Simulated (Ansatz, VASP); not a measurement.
S: VASP beside Ansatz

```
S
1.0
     3.22180    0.00000    0.00000
    -1.61090    2.79016    0.00000
     0.00000    0.00000   10.11669
S
4
Direct
  0.33333 0.66667 0.15637
  0.66667 0.33333 0.65637
  0.33333 0.66667 0.34363
  0.66667 0.33333 0.84363
```

Alike in both runs: functional PBE; k mesh 6 × 6 × 2; occupations gaussian, width 0.1 eV; no spin polarisation.

Ansatz relaxed the structure, and its values are those at the end. VASP's run is a single point on that final structure, the one shown.

```csv
,VASP,Ansatz
version,VASP 6.6.1,Ansatz 0.2.0
potentials or method,"VASP PAW PBE potentials, release 64 (S), cutoff 520 eV","scalar-relativistic, plane waves, PAW"
valence electrons in the cell,24,24
```

|  | VASP | Ansatz | Ansatz less VASP |
| --- | --- | --- | --- |
| gap on the k mesh at the Fermi level (eV) | none | none | - |
| pressure (GPa) | -0.5 | 0.1 | +0.62 |
| rms of the force components (eV/Å) | 0.136 | 0.009 | -0.1276 |

A gap of «none» marks a metal or a gap that the smearing closes.

The k mesh is coarse, so the values compare programs but aren't converged.
